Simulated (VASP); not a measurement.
Input of a VASP 6.6.1 run:

INCAR

```
SYSTEM = CuAu
PREC = Accurate
ENCUT = 600
EDIFF = 1E-6
ISMEAR = 0
SIGMA = 0.1
LREAL = .FALSE.
LASPH = .TRUE.
NELM = 60
ALGO = Normal
ISIF = 3
LWAVE = .FALSE.
LCHARG = .FALSE.
GGA = PE
IBRION = 2
NSW = 50
EDIFFG = -0.03
```

The input KPOINTS:

```
Automatic mesh
0
Gamma
  2 2 1
  0 0 0.5
```

File POSCAR:

```
CuAu
1.0
    2.8000000000      0.0000000000      0.0000000000
    0.0000000000      2.8000000000      0.0000000000
    0.0000000000      0.0000000000      3.6700000000
Cu Au
1 1
Direct
    0.5000000000      0.5000000000      0.5000000000
    0.0000000000      0.0000000000      0.0000000000
```

Potentials or basis: VASP PAW PBE potentials, release 64 (Cu, Au).

The run is started by

```bash
$ cat potpaw_PBE.64/Cu/POTCAR potpaw_PBE.64/Au/POTCAR > POTCAR
$ mpirun -np 1 vasp_std > vasp.out
```

**Question.** Estimate the space group after relaxing (to 0.05 Å).

**Answer.** P4/mmm (No. 123).

**Question.** Predict the band gap on the k mesh.

**Answer.** Zero (band 11 reaches 11.87 eV, above the bottom of band 12 at 5.16 eV).

**Question.** Estimate the relaxed volume.

**Answer.** 16.96 Å³/atom.

The path:
| step | energy change (eV) | largest force (eV/Å) | pressure (GPa) | volume (Å³) |
| --- | --- | --- | --- | --- |
| 1 | 0.0000 | 0.0000 | 27.17 | 28.77 |
| 2 | -0.2279 | 0.0000 | -12.94 | 40.03 |
| 3 | -0.4761 | 0.0000 | -2.83 | 34.38 |
| 4 | -0.5319 | 0.0000 | 0.52 | 33.71 |
| 5 | -0.5319 | 0.0000 | 0.47 | 33.72 |
| 6 | -0.5321 | 0.0000 | -0.15 | 33.92 |

Caveat: the k points lie up to 1.49 Å⁻¹ apart in the final cell; the volume moved by over 15 % at a fixed basis, so the end points are rough; spin-orbit coupling is left out, which moves the levels of the heavy elements; the volume moved by +18 % from the deposited cell, more than functionals usually miss. Zero-point motion and thermal expansion aren't in these numbers.
